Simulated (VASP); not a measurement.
Here is a VASP 6.6.1 calculation.

INCAR

```
SYSTEM = TaN
  ALGO = Normal
  EDIFF = 1E-6
  ENCUT = 700
  GGA = CA
  GGA_COMPAT = .FALSE.
  ISIF = 2
  ISMEAR = -1
  LASPH = .TRUE.
  LCHARG = .FALSE.
  LREAL = .FALSE.
  LWAVE = .FALSE.
  NBANDS = 16
  NELM = 120
  PREC = Accurate
  SIGMA = 0.1
```

KPOINTS

```
k-points
0
G
  5 5 4
  0 0 0
```

POSCAR

```
TaN
1.0
    2.9380000000      0.0000000000      0.0000000000
   -1.4690000000      2.5443826400      0.0000000000
    0.0000000000      0.0000000000      2.8830000000
Ta N
1 1
Direct
    0.3333333333      0.6666666667      0.5000000000
    0.0000000000      0.0000000000      0.0000000000
```

Potentials or basis: VASP PAW LDA potentials, release 64 (Ta_sv_GW, N).

Command:

```console
$ cat potpaw_LDA.64/Ta_sv_GW/POTCAR potpaw_LDA.64/N/POTCAR > POTCAR
$ mpirun -np 1 vasp_std > vasp.out
```

Task: What does it give for the pressure?

Result: -10.4 GPa.

Task: Predict the band gap on the k mesh.

Result: Zero (filled and empty bands touch).

Stress tensor (GPa, compression positive):
```
-10.97   0.00   0.00
  0.00 -10.97   0.00
  0.00   0.00  -9.24
```

Caveat: the k points lie up to 0.54 Å⁻¹ apart; spin-orbit coupling is left out, which moves the levels of the heavy elements.
